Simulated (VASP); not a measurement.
Here is a VASP 6.6.1 calculation.

Contents of POSCAR:

```
BN
1.0
    0.0000000000      3.2026192256      2.5801145084
    1.1468208373      0.0000000000      2.5801145084
    1.1468208373      3.2026192256      0.0000000000
B N
1 1
Direct
    0.0000486500      0.0000486500      0.9999513500
    0.6666513400      0.6666513400      0.3333486600
```

File INCAR.step1:

```
SYSTEM = BN
PREC = Accurate
ENCUT = 520
ISMEAR = 0
SIGMA = 0.05
LREAL = .FALSE.
LASPH = .TRUE.
NELM = 60
NBANDS = 11
GGA = PE
ALGO = Normal
EDIFF = 1E-4
LWAVE = .TRUE.
LCHARG = .FALSE.
```

Contents of INCAR.step2:

```
SYSTEM = BN
PREC = Accurate
ENCUT = 520
EDIFF = 1E-6
ISMEAR = 0
SIGMA = 0.05
LREAL = .FALSE.
LASPH = .TRUE.
NELM = 60
ALGO = Normal
ISIF = 2
LWAVE = .FALSE.
LCHARG = .FALSE.
METAGGA = R2SCAN
LMIXTAU = .TRUE.
NBANDS = 11
ISTART = 1
```

The input KPOINTS:

```
Automatic mesh
0
G
  12 12 12
  0 0 0
```

Potentials or basis: VASP PAW PBE potentials, release 64 (B, N).

Command:

```console
$ cat potpaw_PBE.64/B/POTCAR potpaw_PBE.64/N/POTCAR > POTCAR
$ cp INCAR.step1 INCAR
$ mpirun -np 1 vasp_std > vasp.out
$ cp INCAR.step2 INCAR
$ mpirun -np 1 vasp_std > vasp.out
```

Question: Predict the band gap on the k mesh.

Answer: 2.43 eV (least direct gap 3.64 eV).

Question: Estimate the largest force.

Answer: 0.828 eV/Å.

Forces in eV/Å, atoms in the order of the input:
```
B    0.000  0.000  0.828
N    0.000  0.000 -0.828
```

Caveat: the PAW data sets were made with another functional, which shifts forces and pressure a little. A k mesh can miss the band edges.
